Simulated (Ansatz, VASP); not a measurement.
## One calculation of NaB2, two programs

```xyz
3
Lattice="3.0371 0.0000 0.0000 -1.5186 2.6302 0.0000 0.0000 0.0000 4.2991" Properties=species:S:1:pos:R:3 pbc="T T T"
Na    0.0000    0.0000    0.0000
B     1.5186    0.8767    2.1495
B     0.0000    1.7535    2.1495
```

Change from the starting cell: species swapped into the CaSi2 type (P-3m1, No. 164).

Alike in both runs: functional PBE; k mesh 6 × 6 × 4; occupations gaussian, width 0.1 eV; no spin polarisation.

Ansatz relaxed the structure, and its values are those at the end. VASP's run is a single point on that final structure, the one shown.

|  | VASP | Ansatz |
| --- | --- | --- |
| version | VASP 6.6.1 | Ansatz 0.2.0 |
| potentials or method | VASP PAW PBE potentials, release 64 (Na_pv, B), cutoff 520 eV | scalar-relativistic, plane waves, PAW |
| valence electrons in the cell | 13 | 15 |

```tsv
	VASP	Ansatz	Ansatz less VASP
gap on the k mesh at the Fermi level (eV)	none	none	-
pressure (GPa)	0.1	0.0	-0.05
```

A gap of «none» marks a metal or a gap that the smearing closes. VASP's potentials hold 13 valence electrons a cell and Ansatz's 15, so a difference there can come from the potentials and not from the codes.

The k mesh is coarse, so the values compare programs but aren't converged.
